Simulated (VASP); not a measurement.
Wanted: the native input for a VASP 6.6.1 run.

| Item | Value |
| --- | --- |
| Task | single point |
| Functional | PBE |
| Dispersion | D3(BJ) |
| Potentials or basis | VASP PAW PBE potentials, release 64 (C) |
| Cutoff | 520 eV |
| k mesh | 15 × 15 × 15 |
| Occupations | gaussian, width 0.05 eV |
| Spin | no spin polarisation |
| Dipole correction | no |
| Further INCAR settings | ALGO = Normal; EDIFF = 1e-07; NBANDS = 11 |

The structure of C lies in POSCAR:

```
C
1.0
    1.2324809262      0.7115731945      3.3609366220
   -1.2324809262      0.7115731945      3.3609366220
    0.0000000000     -1.4231463891      3.3609366220
C
2
Direct
    0.1619194691      0.1619194691      0.1829995212
    0.8380805309      0.8380805309      0.8170004788
```

This cell differs from its parent crystal: atoms displaced along several vibrational modes.

These files were run (other wordings do the same):

INCAR

```
SYSTEM = C
  PREC = Accurate
  ENCUT = 520
  EDIFF = 1E-7
  ISMEAR = 0
  SIGMA = 0.05
  LREAL = .False.
  LASPH = .True.
  NELM = 80
  ALGO = Normal
  ISIF = 2
  LWAVE = .False.
  LCHARG = .False.
  GGA = PE
  IVDW = 12
  NBANDS = 11
```

KPOINTS

```
Automatic mesh
0
Gamma
  15 15 15
  0 0 0
```

Potentials or basis: VASP PAW PBE potentials, release 64 (C).

Command:

```sh
$ cat potpaw_PBE.64/C/POTCAR > POTCAR
$ mpirun -np 1 vasp_std > vasp.out
```

Results of the run:

```yaml
Pressure: 2.1 GPa
Largest_force: 3.514 eV/Å
Dispersion_energy_per_atom: -0.156 eV
```

Caveat: the cell differs from its parent crystal (atoms displaced along several vibrational modes); the stress differs along the axes, from -3 to 10 GPa; forces of over 1 eV/Å act on the atoms, so gaps and moduli don't describe the material at rest.

Run time: 6.2 min on 1 thread of Intel Xeon 8259CL (shared host), peak memory 0.28 GiB.
